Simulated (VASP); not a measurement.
# Ge (I4_132) in VASP: a series of runs, part 2 of 2

VASP 6.6.1. Earlier steps stand in the parts before.

## 3. Single point, PBE

The input, INCAR:

```
  PREC = Accurate
  ENCUT = 520
  EDIFF = 1E-6
  ISMEAR = 0
  SIGMA = 0.1
  LREAL = False
  LASPH = True
  NELM = 100
  ALGO = Normal
  ISIF = 2
  LWAVE = False
  LCHARG = False
  GGA = PE
  NBANDS = 51
```

The input, KPOINTS:

```
Automatic mesh
0
Gamma
  4 4 4
```

The input, POSCAR:

```
Ge
1.0
   -4.1448643487      4.1448643487      4.1448643487
    4.1448643487     -4.1448643487      4.1448643487
    4.1448643487      4.1448643487     -4.1448643487
Ge
6
Direct
    0.6250000000      0.2500000000      0.8750000000
    0.8750000000      0.6250000000      0.2500000000
    0.7500000000      0.6250000000      0.8750000000
    0.2500000000      0.8750000000      0.6250000000
    0.8750000000      0.7500000000      0.6250000000
    0.6250000000      0.8750000000      0.7500000000
```

Potentials or basis: VASP PAW PBE potentials, release 64 (Ge_d).

Launch:

```sh
$ cat potpaw_PBE.64/Ge_d/POTCAR > POTCAR
$ mpirun -np 1 vasp_std > vasp.out
```

OUTCAR:

```text
PREC = Accurate
   ENCUT = 520
   EDIFF = 1E-6
   ISMEAR = 0
   LREAL = False
   LASPH = True
   NELM = 100
   ISIF = 2
   GGA = PE

 ion  position               nearest neighbor table
   1  0.625  0.250  0.875-   4 2.54   3 2.54   2 2.54   6 2.54
   2  0.875  0.625  0.250-   1 2.54   3 2.54   4 2.54   5 2.54
   3  0.750  0.625  0.875-   1 2.54   2 2.54   5 2.54   6 2.54
   4  0.250  0.875  0.625-   1 2.54   2 2.54   5 2.54   6 2.54
   5  0.875  0.750  0.625-   2 2.54   3 2.54   4 2.54   6 2.54
   6  0.625  0.875  0.750-   1 2.54   3 2.54   4 2.54   5 2.54

  LATTYP: Found a body centered cubic cell.
 ALAT       =     8.2897286974

  Lattice vectors:

 A1 = (  -4.1448643487,   4.1448643487,   4.1448643487)
 A2 = (   4.1448643487,  -4.1448643487,   4.1448643487)
 A3 = (   4.1448643487,   4.1448643487,  -4.1448643487)

Analysis of symmetry for initial positions (statically):
=====================================================================
 Subroutine PRICEL returns:
 Original cell was already a primitive cell.

 Routine SETGRP: Setting up the symmetry group for a
 body centered cubic supercell.

 Subroutine GETGRP returns: Found 24 space group operations
 (whereof  3 operations were pure point group operations)
 out of a pool of 48 trial point group operations.

The static configuration has the point symmetry C_3 .
 The point group associated with its full space group is O   .

Analysis of symmetry for dynamics (positions and initial velocities):
=====================================================================
 Subroutine PRICEL returns:
 Original cell was already a primitive cell.

 Routine SETGRP: Setting up the symmetry group for a
 body centered cubic supercell.

 Subroutine GETGRP returns: Found 24 space group operations
 (whereof  3 operations were pure point group operations)
 out of a pool of 48 trial point group operations.

The dynamic configuration has the point symmetry C_3 .
 The point group associated with its full space group is O   .

 Subroutine INISYM returns: Found 24 space group operations
 (whereof  3 operations are pure point group operations),
 and found     1 'primitive' translations

----------------------------------------------------------------------------------------

                                     Primitive cell

  volume of cell :     284.8334

  direct lattice vectors                    reciprocal lattice vectors
    -4.144864349  4.144864349  4.144864349     0.000000000  0.120631210  0.120631210
     4.144864349 -4.144864349  4.144864349     0.120631210  0.000000000  0.120631210
     4.144864349  4.144864349 -4.144864349     0.120631210  0.120631210  0.000000000

  length of vectors
     7.179115642  7.179115642  7.179115642     0.170598293  0.170598293  0.170598293

  position of ions in fractional coordinates (direct lattice)
     0.625000000  0.250000000  0.875000000
     0.875000000  0.625000000  0.250000000
     0.750000000  0.625000000  0.875000000
     0.250000000  0.875000000  0.625000000
     0.875000000  0.750000000  0.625000000
     0.625000000  0.875000000  0.750000000

  ion indices of the primitive-cell ions
   primitive index   ion index
[... 32 lines left out ...]

 Following reciprocal coordinates:
            Coordinates               Weight
  0.000000  0.000000  0.000000      1.000000
  0.250000  0.000000  0.000000     12.000000
  0.500000  0.000000  0.000000      6.000000
  0.250000  0.250000  0.000000     24.000000
  0.250000  0.250000  0.250000      2.000000
 -0.250000  0.250000  0.250000      6.000000
  0.500000  0.500000  0.250000     12.000000
  0.500000  0.500000  0.500000      1.000000
   k-points           NKPTS =      8   k-points in BZ     NKDIM =      8   number of bands    NBANDS=     51
   number of dos      NEDOS =    301   number of ions     NIONS =      6
   total plane-waves  NPLWV = 157464
   dimension x,y,z NGX =    54 NGY =   54 NGZ =   54
   dimension x,y,z NGXF=   108 NGYF=  108 NGZF=  108
   ions per type =               6
   NGX,Y,Z   is equivalent  to a cutoff of  12.50, 12.50, 12.50 a.u.
   NGXF,Y,Z  is equivalent  to a cutoff of  25.01, 25.01, 25.01 a.u.
 SYSTEM =  unknown system
   PREC   = accura    normal or accurate (medium, high low for compatibility)
   ISTART =      0    job   : 0-new  1-cont  2-samecut
   ICHARG =      2    charge: 1-file 2-atom 10-const
   ISPIN  =      1    spin polarized calculation?
   LNONCOLLINEAR =      F non collinear calculations
   LSORBIT =      F    spin-orbit coupling
   LASPH  =      T    aspherical Exc in radial PAW
   ENCUT  =  520.0 eV  38.22 Ry    6.18 a.u.  13.35 13.35 13.35*2*pi/ulx,y,z
   NELM   =    100;   NELMIN=  2; NELMDL= -5     # of ELM steps
   EDIFF  = 0.1E-05   stopping-criterion for ELM
   LREAL  =      F    real-space projection
   EDIFFG = 0.1E-04   stopping-criterion for IOM
   NSW    =      0    number of steps for IOM
   IBRION =     -1    ionic relax: 0-MD 1-quasi-New 2-CG
   NFREE  =      0    steps in history (QN), initial steepest desc. (CG)
   ISIF   =      2    stress and relaxation
   ISYM   =      2    0-nonsym 1-usesym 2-fastsym
   POTIM  = 0.5000    time-step for ionic-motion
   TEBEG  =    0.0;   TEEND  =   0.0 temperature during run
   PSTRESS=    0.0 pullay stress
   NELECT =      84.0000    total number of electrons
   NUPDOWN=      -1.0000    fix difference up-down
   EMIN   =  10.00;   EMAX   =-10.00  energy-range for DOS
   EFERMI =   0.00;   METHOD = LEGACY
   ISMEAR =     0;   SIGMA  =   0.10  broadening in eV -4-tet -1-fermi 0-gaus
   EFERMI_NEDOS =   21; number of points for ismear=-14 and -15
   IALGO  =     38    algorithm
   IMIX   =      4    mixing-type and parameters
     AMIX     =   0.40;   BMIX     =  1.00
     AMIX_MAG =   1.60;   BMIX_MAG =  1.00
  volume/ion in A,a.u.               =      47.47       320.36
  Fermi-wavevector in a.u.,A,eV,Ry     =   1.089693  2.059222 16.155986  1.187431
  Thomas-Fermi vector in A             =   2.225902
   LORBIT       =      0    0 simple, 1 ext, 2 COOP (PROOUT), +10 PAW based schemes
   GGA     = PE    functional components
   LHFCALC =     F    Hartree Fock is set to
   AEXX    =    0.0000 exact exchange contribution
   IVDW    =     0    specifies the selected vdW correction
   LEPSILON=     F    determine dielectric tensor
   LRPA    =     F    only Hartree local field effects (RPA)
 non-spin polarized calculation
 Gauss-broadening in eV      SIGMA  =   0.10
  energy-cutoff  :      520.00
  volume of cell :      284.83
 maximum number of plane-waves:      7712
 NGX is ok and might be reduce to    54
   NGX = 27   NGY = 27   NGZ = 27

 number of electron      83.9999957 magnetization

 Free energy of the ion-electron system (eV)
  ---------------------------------------------------
  ext. energy  EPLUGINS =         0.00000000
  ---------------------------------------------------
  free energy    TOTEN  =       -22.72779675 eV

  energy without entropy =      -22.71454263  energy(sigma->0) =      -22.72116969

 E-fermi :  -0.1725     XC(G=0):  -6.1722

 val. band max:       -0.3316846120   @ k =   0.5000   0.0000   0.0000
 cond. band min:      -0.1359015127   @ k =   0.5000   0.0000   0.0000
 fundamental gap:      0.1957830993
 Fermi energy:        -0.1724824883

 k-point     1 :       0.0000    0.0000    0.0000
  band No.  band energies     occupation
      1     -24.9011      2.00000
      2     -24.7570      2.00000
      3     -24.7569      2.00000
      4     -24.7569      2.00000
      5     -24.7504      2.00000
      6     -24.7504      2.00000
[... 421 lines left out ...]
     50       4.8174      0.00000
     51       4.8174      0.00000

------------------------ aborting loop because EDIFF is reached ----------------------------------------

  FORCE on cell =-STRESS in cart. coord.  units (eV):
  Direction    XX          YY          ZZ          XY          YZ          ZX
  --------------------------------------------------------------------------------------
  -------------------------------------------------------------------------------------
  Total        0.0072469      0.0072469      0.0072469     -0.0000000     -0.0000000     -0.0000000
  in kB        0.0407635      0.0407635      0.0407635     -0.0000000     -0.0000000     -0.0000000
  external PRESSURE =       0.0407635 kB  Pullay stress =       0.0000000 kB

 VOLUME and BASIS-vectors are now :
 -----------------------------------------------------------------------------
  energy-cutoff  :      520.00
  volume of cell :      284.83
      direct lattice vectors                 reciprocal lattice vectors
    -4.144864349  4.144864349  4.144864349     0.000000000  0.120631210  0.120631210
     4.144864349 -4.144864349  4.144864349     0.120631210  0.000000000  0.120631210
     4.144864349  4.144864349 -4.144864349     0.120631210  0.120631210  0.000000000

 POSITION                                       TOTAL-FORCE (eV/Angst)
 -----------------------------------------------------------------------------------
      2.07243      5.18108      0.00000        -0.000000     -0.000000      0.000000
      0.00000      2.07243      5.18108        -0.000000      0.000000     -0.000000
      3.10865      4.14486      2.07243         0.000000     -0.000000     -0.000000
      5.18108      0.00000      2.07243         0.000000      0.000000     -0.000000
      2.07243      3.10865      4.14486         0.000000      0.000000     -0.000000
      4.14486      2.07243      3.10865         0.000000     -0.000000     -0.000000
 -----------------------------------------------------------------------------------
    total drift:                                0.000000     -0.000000      0.000000

  FREE ENERGIE OF THE ION-ELECTRON SYSTEM (eV)
  ---------------------------------------------------
  free  energy   TOTEN  =       -22.7277967541 eV

  energy  without entropy=      -22.7145426331  energy(sigma->0) =      -22.72116969
```

OSZICAR:

```text
N       E                     dE             d eps       ncg     rms          rms(c)
DAV:   1     0.885057443896E+03    0.88506E+03   -0.43108E+04   970   0.331E+03
DAV:   2     0.135970489233E+03   -0.74909E+03   -0.72856E+03   856   0.893E+02
DAV:   3    -0.116213598835E+02   -0.14759E+03   -0.14571E+03   973   0.225E+02
DAV:   4    -0.226840446781E+02   -0.11063E+02   -0.10994E+02   928   0.693E+01
DAV:   5    -0.231257123470E+02   -0.44167E+00   -0.44132E+00   978   0.163E+01    0.428E+00
DAV:   6    -0.228561656089E+02    0.26955E+00   -0.38280E-01  1034   0.481E+00    0.241E+00
DAV:   7    -0.227115615012E+02    0.14460E+00   -0.44685E-01  1072   0.349E+00    0.353E-01
DAV:   8    -0.227240594886E+02   -0.12498E-01   -0.62897E-02   898   0.263E+00    0.185E-01
DAV:   9    -0.227271110480E+02   -0.30516E-02   -0.55185E-03  1072   0.412E-01    0.873E-02
DAV:  10    -0.227275845610E+02   -0.47351E-03   -0.67908E-04   904   0.215E-01    0.477E-02
DAV:  11    -0.227277863182E+02   -0.20176E-03   -0.50435E-04  1015   0.920E-02    0.937E-03
DAV:  12    -0.227277942412E+02   -0.79229E-05   -0.18420E-05   928   0.375E-02    0.446E-03
DAV:  13    -0.227277967014E+02   -0.24603E-05   -0.59692E-06   666   0.162E-02    0.132E-03
DAV:  14    -0.227277967541E+02   -0.52722E-07   -0.41203E-07   616   0.893E-03
   1 F= -.22727797E+02 E0= -.22721170E+02  d E =-.132541E-01
```

Run time: 3.1 min. Hardware: 1 thread of Intel Xeon Platinum 8488C (Sapphire Rapids), shared host; peak memory 0.39 GiB.

Results:

| Item | Value |
| --- | --- |
| Free energy | -22.7278 eV |
| Pressure | 0.0 GPa |
| Band gap on the k mesh | zero (band 42 reaches -0.02 eV, above the bottom of band 43 at -0.53 eV) |

Levels at points of the mesh, in eV from the Fermi level:
```tsv
k point	band 39	band 40	band 41	band 42	band 43	band 44	band 45	band 46
(0.00, 0.00, 0.00)	-2.21	-1.14	-1.14	-1.14	2.18	2.29	2.29	2.91
(0.50, 0.00, 0.00)	-2.07	-1.24	-1.13	-0.16	0.04	1.29	1.98	2.73
(0.50, 0.50, 0.50)	-1.30	-1.30	-0.36	-0.36	-0.36	-0.27	0.81	0.81
```

## 4. Single point, PBE

This run uses another cell than the first one, of 40.13 Å³/atom, 0.845 times its volume.

The input, INCAR:

```
SYSTEM = Ge
ALGO     = Normal         ! electronic algorithm
EDIFF    = 1E-6           ! SCF threshold, eV
ENCUT    = 520            ! plane-wave cutoff, eV
GGA      = PE             ! functional
ISIF     = 2              ! what is computed and relaxed
ISMEAR   = 0              ! smearing method
LASPH    = .True.         ! aspherical terms in the spheres
LCHARG   = .False.        ! write CHGCAR
LREAL    = .False.        ! projectors in reciprocal space
LWAVE    = .False.        ! write WAVECAR
NBANDS   = 51             ! bands
NELM     = 60             ! most SCF steps
PREC     = Accurate       ! precision mode
SIGMA    = 0.1            ! smearing width, eV
```

The input, KPOINTS:

```
k-points
0
Gamma
  4 4 4
  0 0 0
```

POSCAR, as its differences from that of step 3:

```diff
@@ -2,5 +2,5 @@
 1.0
-   -4.1448643487      4.1448643487      4.1448643487
-    4.1448643487     -4.1448643487      4.1448643487
-    4.1448643487      4.1448643487     -4.1448643487
+   -3.9191835900      3.9191835900      3.9191835900
+    3.9191835900     -3.9191835900      3.9191835900
+    3.9191835900      3.9191835900     -3.9191835900
 Ge
```

Launch:

```sh
$ cat potpaw_PBE.64/Ge_d/POTCAR > POTCAR
$ mpirun -np 1 vasp_std > vasp.out
```

It took 2.1 min on 1 thread of Intel Xeon Platinum 8259CL at 2.50GHz (Skylake/Cascade Lake), shared host; peak memory 0.35 GiB.

The run converged. Its results:

```
Free energy            : -22.0812 eV
Pressure               : 5.5 GPa
Band gap on the k mesh : zero (band 42 reaches 0.81 eV, above the bottom of band 43 at 0.41 eV)
```

Levels at points of the mesh, in eV from the Fermi level:
```csv
k point,band 39,band 40,band 41,band 42,band 43,band 44,band 45,band 46
"(0.00, 0.00, 0.00)",-2.73,-1.26,-1.26,-1.26,2.21,2.67,3.11,3.11
"(0.50, 0.00, 0.00)",-2.46,-1.54,-1.39,-0.23,-0.01,1.44,2.44,3.30
"(0.50, 0.50, 0.50)",-1.58,-1.58,-0.56,-0.27,-0.27,-0.27,0.89,0.89
```

## 5. The runs side by side

```tsv
task	cell	k mesh	cutoff (eV)	gap on the mesh (eV)	pressure (GPa)
relaxation of cell and atoms	relaxed from a = 7.179 Å, angles 109.5°, 6 atoms	6 × 6 × 6	600	none	0.0
single point	a = 7.179 Å, angles 109.5°, 6 atoms	4 × 4 × 4	520	none	0.0
single point	a = 6.788 Å, angles 109.5°, 6 atoms	4 × 4 × 4	520	none	5.5
```

Alike in all rows: level PBE; potentials or basis VASP PAW PBE potentials, release 64 (Ge_d); no spin polarisation; smearing gaussian 0.1 eV.

Total energies depend on the potentials used, so only differences within one code and one set of settings carry meaning.
